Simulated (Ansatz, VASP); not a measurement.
**Two plane-wave programs on BeS**

File INCAR:

```
  PREC = Accurate
  ENCUT = 600
  EDIFF = 1E-6
  ISMEAR = 0
  SIGMA = 0.05
  LREAL = F
  LASPH = T
  NELM = 120
  ALGO = Normal
  ISIF = 2
  LWAVE = F
  LCHARG = F
  GGA = PS
  NBANDS = 11
  GGA_COMPAT = F
```

File KPOINTS:

```
regular mesh
0
Gamma
  8 8 8
```

POSCAR

```
BeS
1.0
    0.0000000000      2.4211721679      2.4211721679
    2.4211721679      0.0000000000      2.4211721679
    2.4211721679      2.4211721679      0.0000000000
Be S
1 1
Direct
    0.0000000000      0.0000000000      0.0000000000
    0.7500000000      0.7500000000      0.7500000000
```

Input for Ansatz:

```yaml
crystal:
  lattice:
    - [0.0, 2.4211721679, 2.4211721679]
    - [2.4211721679, 0.0, 2.4211721679]
    - [2.4211721679, 2.4211721679, 0.0]
  atoms:
    - { symbol: Be, position: [0.0, 0.0, 0.0] }
    - { symbol: S, position: [0.75, 0.75, 0.75] }
basis:
  ecutwfc: 420
  ecutrho_ratio: 4
kpoints:
  mp_grid: { grid: [8, 8, 8] }
hamiltonian:
  xc: pbesol
scf:
  occupations: { method: gaussian, width: 0.05 }
output:
  forces: true
  stress: true
  eigenvalues: true
```

Alike in both runs: task single point; functional PBEsol; k mesh 8 × 8 × 8; occupations gaussian, width 0.05 eV; no spin polarisation.

```csv
,VASP,Ansatz
version,VASP 6.6.1,Ansatz 0.2.0
potentials or method,"VASP PAW PBE potentials, release 64 (Be, S), cutoff 600 eV","scalar-relativistic, plane waves, PAW"
valence electrons in the cell,8,8
```

|  | VASP | Ansatz | Ansatz less VASP |
| --- | --- | --- | --- |
| gap on the k mesh at the Fermi level (eV) | 2.92 | 2.91 | -0.003 |
| least direct gap on the mesh (eV) | 5.61 | 5.58 | -0.026 |
| pressure (GPa) | -0.1 | -0.3 | -0.19 |

VASP's potentials were made for PBE, not for PBEsol.
